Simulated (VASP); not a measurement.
# Cd (P6_3/mmc) in VASP: a series of runs

Runs on Cd. Level: PBEsol. Tasks: single point, relaxation of cell and atoms.

Everything below comes from runs of VASP 6.6.1. Logs are shortened: lines on timing, memory, paths and dates and some standing lists are left out, and cuts for length are marked.

**1. The cell of the first run**

It takes space group P6_3/mmc (No. 194, hexagonal). Conventional cell: a = 2.943 Å, b = 2.943 Å, c = 5.616 Å, α = 90.00°, β = 90.00°, γ = 120.00°. Cd (site symmetry -6m2) has 12 Cd at 2.94 to 3.28 Å within 3.9 Å.

**2. Single point, PBEsol**

INCAR

```
ALGO = Fast
EDIFF = 1E-6
ENCUT = 520
GGA = PS
ISIF = 2
ISMEAR = 0
LASPH = T
LCHARG = F
LREAL = F
LWAVE = F
NBANDS = 19
NELM = 60
PREC = Accurate
SIGMA = 0.1
```

KPOINTS

```
k-points
0
Gamma
  18 18 8
```

POSCAR

```
Cd
1.0
    2.9431432179      0.0000000000      0.0000000000
   -1.4715716090      2.5488367937      0.0000000000
    0.0000000000      0.0000000000      5.6159545610
Cd
2
Direct
    0.3333333333      0.6666666667      0.2500000000
    0.6666666667      0.3333333333      0.7500000000
```

Potentials or basis: VASP PAW PBE potentials, release 64 (Cd).

Run with:

```sh
$ cat potpaw_PBE.64/Cd/POTCAR > POTCAR
$ mpirun -np 1 vasp_std > vasp.out
```

OUTCAR:

```text
EDIFF = 1E-6
   ENCUT = 520
   GGA = PS
   ISIF = 2
   ISMEAR = 0
   LASPH = T
   LREAL = F
   NELM = 60
   PREC = Accurate

 ion  position               nearest neighbor table
   1  0.333  0.667  0.250-   2 3.28   2 3.28   2 3.28   2 3.28   2 3.28   2 3.28
   2  0.667  0.333  0.750-   1 3.28   1 3.28   1 3.28   1 3.28   1 3.28   1 3.28

  LATTYP: Found a hexagonal cell.
 ALAT       =     2.9431432179
 C/A-ratio  =     1.9081485831

  Lattice vectors:

 A1 = (   2.9431432179,   0.0000000000,   0.0000000000)
 A2 = (  -1.4715716090,   2.5488367937,   0.0000000000)
 A3 = (   0.0000000000,   0.0000000000,   5.6159545610)

Analysis of symmetry for initial positions (statically):
=====================================================================
 Subroutine PRICEL returns:
 Original cell was already a primitive cell.

 Routine SETGRP: Setting up the symmetry group for a
 hexagonal supercell.

 Subroutine GETGRP returns: Found 24 space group operations
 (whereof 12 operations were pure point group operations)
 out of a pool of 24 trial point group operations.

The static configuration has the point symmetry D_3d.
 The point group associated with its full space group is D_6h.

Analysis of symmetry for dynamics (positions and initial velocities):
=====================================================================
 Subroutine PRICEL returns:
 Original cell was already a primitive cell.

 Routine SETGRP: Setting up the symmetry group for a
 hexagonal supercell.

 Subroutine GETGRP returns: Found 24 space group operations
 (whereof 12 operations were pure point group operations)
 out of a pool of 24 trial point group operations.

The dynamic configuration has the point symmetry D_3d.
 The point group associated with its full space group is D_6h.

 Subroutine INISYM returns: Found 24 space group operations
 (whereof 12 operations are pure point group operations),
 and found     1 'primitive' translations

----------------------------------------------------------------------------------------

                                     Primitive cell

  volume of cell :      42.1286

  direct lattice vectors                    reciprocal lattice vectors
     2.943143218  0.000000000  0.000000000     0.339772796  0.196167915  0.000000000
    -1.471571609  2.548836794  0.000000000     0.000000000  0.392335830  0.000000000
     0.000000000  0.000000000  5.615954561     0.000000000  0.000000000  0.178064119

  length of vectors
     2.943143218  2.943143218  5.615954561     0.392335830  0.392335830  0.178064119

  position of ions in fractional coordinates (direct lattice)
     0.333333333  0.666666667  0.250000000
     0.666666667  0.333333333  0.750000000

  ion indices of the primitive-cell ions
   primitive index   ion index
                 1           1
                 2           2

----------------------------------------------------------------------------------------

 KPOINTS: k-points

Automatic generation of k-mesh.
 Grid dimensions read from file:
 generate k-points for:   18   18    8

 Generating k-lattice:

  Cartesian coordinates                     Fractional coordinates (reciprocal lattice)
     0.018876266  0.010898218  0.000000000     0.055555556  0.000000000  0.000000000
     0.000000000  0.021796435  0.000000000     0.000000000  0.055555556  0.000000000
     0.000000000  0.000000000  0.022258015     0.000000000  0.000000000  0.125000000

  Length of vectors
     0.021796435  0.021796435  0.022258015

  Shift w.r.t. Gamma in fractional coordinates (k-lattice)
     0.000000000  0.000000000  0.000000000

 Subroutine IBZKPT returns following result:
 ===========================================

 Found    185 irreducible k-points:

 Following reciprocal coordinates:
            Coordinates               Weight
  0.000000  0.000000  0.000000      1.000000
  0.055556  0.000000  0.000000      6.000000
  0.111111  0.000000  0.000000      6.000000
  0.166667  0.000000  0.000000      6.000000
  0.222222  0.000000  0.000000      6.000000
  0.277778  0.000000  0.000000      6.000000
[... 16 lines left out ...]
  0.333333  0.111111  0.000000     12.000000
  0.388889  0.111111  0.000000     12.000000
 [... further k-points ...]
   k-points           NKPTS =    185   k-points in BZ     NKDIM =    185   number of bands    NBANDS=     19
   number of dos      NEDOS =    301   number of ions     NIONS =      2
   total plane-waves  NPLWV =  24192
   dimension x,y,z NGX =    24 NGY =   24 NGZ =   42
   dimension x,y,z NGXF=    48 NGYF=   48 NGZF=   84
   ions per type =               2
   NGX,Y,Z   is equivalent  to a cutoff of  13.56, 13.56, 12.43 a.u.
   NGXF,Y,Z  is equivalent  to a cutoff of  27.11, 27.11, 24.87 a.u.
 SYSTEM =  unknown system
   PREC   = accura    normal or accurate (medium, high low for compatibility)
   ISTART =      0    job   : 0-new  1-cont  2-samecut
   ICHARG =      2    charge: 1-file 2-atom 10-const
   ISPIN  =      1    spin polarized calculation?
   LNONCOLLINEAR =      F non collinear calculations
   LSORBIT =      F    spin-orbit coupling
   LASPH  =      T    aspherical Exc in radial PAW
   ENCUT  =  520.0 eV  38.22 Ry    6.18 a.u.   5.47  5.47 10.44*2*pi/ulx,y,z
   NELM   =     60;   NELMIN=  2; NELMDL= -5     # of ELM steps
   EDIFF  = 0.1E-05   stopping-criterion for ELM
   LREAL  =      F    real-space projection
   EDIFFG = 0.1E-04   stopping-criterion for IOM
   NSW    =      0    number of steps for IOM
   IBRION =     -1    ionic relax: 0-MD 1-quasi-New 2-CG
   NFREE  =      0    steps in history (QN), initial steepest desc. (CG)
   ISIF   =      2    stress and relaxation
   ISYM   =      2    0-nonsym 1-usesym 2-fastsym
   POTIM  = 0.5000    time-step for ionic-motion
   TEBEG  =    0.0;   TEEND  =   0.0 temperature during run
   PSTRESS=    0.0 pullay stress
   NELECT =      24.0000    total number of electrons
   NUPDOWN=      -1.0000    fix difference up-down
   EMIN   =  10.00;   EMAX   =-10.00  energy-range for DOS
   EFERMI =   0.00;   METHOD = LEGACY
   ISMEAR =     0;   SIGMA  =   0.10  broadening in eV -4-tet -1-fermi 0-gaus
   EFERMI_NEDOS =   21; number of points for ismear=-14 and -15
   IALGO  =     68    algorithm
   IMIX   =      4    mixing-type and parameters
     AMIX     =   0.40;   BMIX     =  1.00
     AMIX_MAG =   1.60;   BMIX_MAG =  1.00
  volume/ion in A,a.u.               =      21.06       142.15
  Fermi-wavevector in a.u.,A,eV,Ry     =   1.357124  2.564593 25.059019  1.841786
  Thomas-Fermi vector in A             =   2.484069
   LORBIT       =      0    0 simple, 1 ext, 2 COOP (PROOUT), +10 PAW based schemes
   GGA     = PS    functional components
   LHFCALC =     F    Hartree Fock is set to
   AEXX    =    0.0000 exact exchange contribution
   IVDW    =     0    specifies the selected vdW correction
   LEPSILON=     F    determine dielectric tensor
   LRPA    =     F    only Hartree local field effects (RPA)
 non-spin polarized calculation
 RMM-DIIS sequential band-by-band and
 Gauss-broadening in eV      SIGMA  =   0.10
  energy-cutoff  :      520.00
  volume of cell :       42.13
 maximum number of plane-waves:      1173
 NGX is ok and might be reduce to    24
   NGX = 11   NGY = 11   NGZ = 21

 number of electron      24.0000003 magnetization

 Free energy of the ion-electron system (eV)
  ---------------------------------------------------
  ext. energy  EPLUGINS =         0.00000000
  ---------------------------------------------------
  free energy    TOTEN  =        -2.40109672 eV

  energy without entropy =       -2.39889469  energy(sigma->0) =       -2.39999571

 E-fermi :   3.0422     XC(G=0): -11.3383

 val. band max:        3.0397597665   @ k =   0.3333   0.2778   0.5000
 cond. band min:       3.0873851596   @ k =   0.3333   0.3333   0.0000
 fundamental gap:      0.0476253930
 Fermi energy:         3.0422085323

 k-point     1 :       0.0000    0.0000    0.0000
  band No.  band energies     occupation
      1      -7.0051      2.00000
      2      -6.7451      2.00000
      3      -6.3040      2.00000
      4      -6.3040      2.00000
      5      -6.2524      2.00000
      6      -6.2524      2.00000
[... 11 lines left out ...]
     18      18.2921      0.00000
     19      18.9156      0.00000

 k-point     2 :       0.0556    0.0000    0.0000
  band No.  band energies     occupation
      1      -6.9689      2.00000
      2      -6.7046      2.00000
      3      -6.3185      2.00000
      4      -6.2730      2.00000
      5      -6.2656      2.00000
      6      -6.2224      2.00000
[... 11 lines left out ...]
     18      17.7987      0.00000
     19      19.2814      0.00000

 k-point     3 :       0.1111    0.0000    0.0000
  band No.  band energies     occupation
      1      -6.8757      2.00000
      2      -6.6167      2.00000
      3      -6.3554      2.00000
      4      -6.2914      2.00000
      5      -6.1829      2.00000
      6      -6.1353      2.00000
[... 11 lines left out ...]
     18      17.7252      0.00000
     19      19.1495      0.00000

 k-point     4 :       0.1667    0.0000    0.0000
  band No.  band energies     occupation
      1      -6.7906      2.00000
      2      -6.5457      2.00000
      3      -6.4107      2.00000
      4      -6.2556      2.00000
      5      -6.0420      2.00000
      6      -5.9993      2.00000
[... 407 lines left out ...]
     18      14.9548      0.00000
     19      15.4628      0.00000

 k-point    23 :       0.3333    0.1111    0.0000
  band No.  band energies     occupation
      1      -6.9377      2.00000
      2      -6.7346      2.00000
      3      -6.6236      2.00000
      4      -6.2036      2.00000
      5      -6.0259      2.00000
      6      -6.0073      2.00000
[... 11 lines left out ...]
     18      14.4672      0.00000
     19      15.1387      0.00000

 k-point    24 :       0.3889    0.1111    0.0000
  band No.  band energies     occupation
      1      -6.9908      2.00000
      2      -6.7861      2.00000
      3      -6.6928      2.00000
      4      -6.2271      2.00000
      5      -6.0533      2.00000
      6      -5.9520      2.00000
[... 11 lines left out ...]
     18      14.1580      0.00000
     19      14.9378      0.00000

 [... further k-points ...]

------------------------ aborting loop because EDIFF is reached ----------------------------------------

  FORCE on cell =-STRESS in cart. coord.  units (eV):
  Direction    XX          YY          ZZ          XY          YZ          ZX
  --------------------------------------------------------------------------------------
  -------------------------------------------------------------------------------------
  Total        0.1393476      0.1393476      0.0628556     -0.0000000      0.0000000      0.0000000
  in kB        5.2994759      5.2994759      2.3904366     -0.0000000      0.0000000      0.0000000
  external PRESSURE =       4.3297962 kB  Pullay stress =       0.0000000 kB

 VOLUME and BASIS-vectors are now :
 -----------------------------------------------------------------------------
  energy-cutoff  :      520.00
  volume of cell :       42.13
      direct lattice vectors                 reciprocal lattice vectors
     2.943143218  0.000000000  0.000000000     0.339772796  0.196167915  0.000000000
    -1.471571609  2.548836794  0.000000000     0.000000000  0.392335830  0.000000000
     0.000000000  0.000000000  5.615954561     0.000000000  0.000000000  0.178064119

 POSITION                                       TOTAL-FORCE (eV/Angst)
 -----------------------------------------------------------------------------------
     -0.00000      1.69922      1.40399        -0.000000      0.000000     -0.000000
      1.47157      0.84961      4.21197         0.000000      0.000000      0.000000
 -----------------------------------------------------------------------------------
    total drift:                               -0.000000      0.000000      0.000000

  FREE ENERGIE OF THE ION-ELECTRON SYSTEM (eV)
  ---------------------------------------------------
  free  energy   TOTEN  =        -2.4010967208 eV

  energy  without entropy=       -2.3988946943  energy(sigma->0) =       -2.39999571
```

It took 38 s on 1 thread of Intel Xeon 6975P-C (Granite Rapids), shared host; peak memory 0.24 GiB.

What came out:

```
Free energy            : -2.4011 eV
Pressure               : 0.4 GPa
Band gap on the k mesh : zero (bands 12 and 13 overlap by 4.76 eV)
```

Stress tensor (GPa, compression positive):
```
0.53 0.00 0.00
0.00 0.53 0.00
0.00 0.00 0.24
```

Levels at points of the mesh, in eV from the Fermi level:
| k point | band 8 | band 9 | band 10 | band 11 | band 12 | band 13 | band 14 | band 15 | band 16 | band 17 |
| --- | --- | --- | --- | --- | --- | --- | --- | --- | --- | --- |
| (0.00, 0.00, 0.00) | -8.76 | -8.76 | -8.51 | -8.51 | -3.30 | -3.22 | 10.30 | 14.58 | 14.77 | 15.25 |
| (0.50, 0.00, 0.00) | -8.55 | -8.22 | -8.20 | -2.47 | -1.88 | 1.88 | 2.96 | 3.18 | 5.22 | 8.54 |
| (0.00, 0.00, 0.50) | -8.62 | -8.62 | -8.62 | -7.62 | -7.62 | 3.50 | 3.50 | 14.92 | 14.92 | 16.18 |
| (0.50, 0.00, 0.50) | -8.53 | -8.21 | -8.21 | -1.69 | -1.69 | 0.10 | 0.10 | 7.99 | 7.99 | 10.18 |

Caveat: the PAW data sets were made with another functional, which shifts forces and pressure a little.

**3. Relaxation of cell and atoms, PBEsol**

This run uses another cell than the first one, of 22.31 Å³/atom.

INCAR

```
SYSTEM = Cd
ALGO = Fast
EDIFF = 1E-6
EDIFFG = -0.005
ENCUT = 600
GGA = PS
IBRION = 2
ISIF = 3
ISMEAR = 0
LASPH = .TRUE.
LCHARG = .FALSE.
LREAL = .FALSE.
LWAVE = .FALSE.
NELM = 80
NSW = 100
PREC = Accurate
SIGMA = 0.1
```

KPOINTS

```
k-points
0
G
  18 18 8
  0 0 0
```

POSCAR

```
Cd
1.0
    2.9584748202      0.0000000000      0.0000000000
   -1.4792374101      2.5621143508      0.0000000000
    0.0000000000      0.0000000000      5.8859279300
Cd
2
Direct
    0.3333333300      0.6666666700      0.2500000000
    0.6666666700      0.3333333300      0.7500000000
```

Potentials or basis: VASP PAW PBE potentials, release 64 (Cd).

Run with:

```sh
$ cat potpaw_PBE.64/Cd/POTCAR > POTCAR
$ mpirun -np 1 vasp_std > vasp.out
```

Run time: 3.1 min. Hardware: 1 thread of Intel Xeon 6975P-C (Granite Rapids), shared host; peak memory 0.28 GiB.

Results (log left out):

```yaml
Free_energy: -2.4030 eV
Relaxed_volume: 21.13 Å³/atom
Relaxed_cell: a = 2.950 Å, b = 2.950 Å, c = 5.605 Å, α = 90.00°, β = 90.00°, γ = 120.00°
Space_group_after_relaxing_to_0.1_Å: P6_3/mmc (No. 194)
Energy_gained_by_relaxing: 10.6 meV/atom
Ionic_steps: 9
Pressure_after_relaxing: 0.0 GPa
Band_gap_on_the_k_mesh: zero (bands 12 and 13 overlap by 4.69 eV)
```

Step by step:
```csv
step,energy change (eV),largest force (eV/Å),pressure (GPa),volume (Å³)
1,0.0000,0.0000,-2.06,44.62
2,-0.0146,0.0000,0.07,42.79
3,-0.0147,0.0000,0.25,42.65
4,-0.0195,0.0000,0.16,42.44
5,-0.0209,0.0000,0.08,42.29
6,-0.0211,0.0000,0.10,42.21
7,-0.0211,0.0000,0.17,42.18
8,-0.0211,0.0000,-0.12,42.36
9,-0.0211,0.0000,0.01,42.26
```

Final structure:
```xyz
2
Lattice="2.9503 0.0000 0.0000 -1.4752 2.5551 0.0000 0.0000 0.0000 5.6054" Properties=species:S:1:pos:R:3 pbc="T T T"
Cd    0.0000    1.7034    1.4013
Cd    1.4752    0.8517    4.2040
```

Levels at points of the mesh, in eV from the Fermi level:
```csv
k point,band 9,band 10,band 11,band 12,band 13,band 14,band 15,band 16
"(0.00, 0.00, 0.00)",-8.77,-8.52,-8.52,-3.28,-3.19,10.39,14.52,14.82
"(0.50, 0.00, 0.00)",-8.24,-8.21,-2.49,-1.92,1.88,2.94,3.16,5.21
"(0.00, 0.00, 0.50)",-8.63,-8.63,-7.61,-7.61,3.55,3.55,14.86,14.86
"(0.50, 0.00, 0.50)",-8.22,-8.22,-1.70,-1.70,0.06,0.06,8.01,8.01
```

Caveat: the PAW data sets were made with another functional, which shifts forces and pressure a little.

The gap in the log of VASP goes by the Fermi energy; the results here count the filled bands.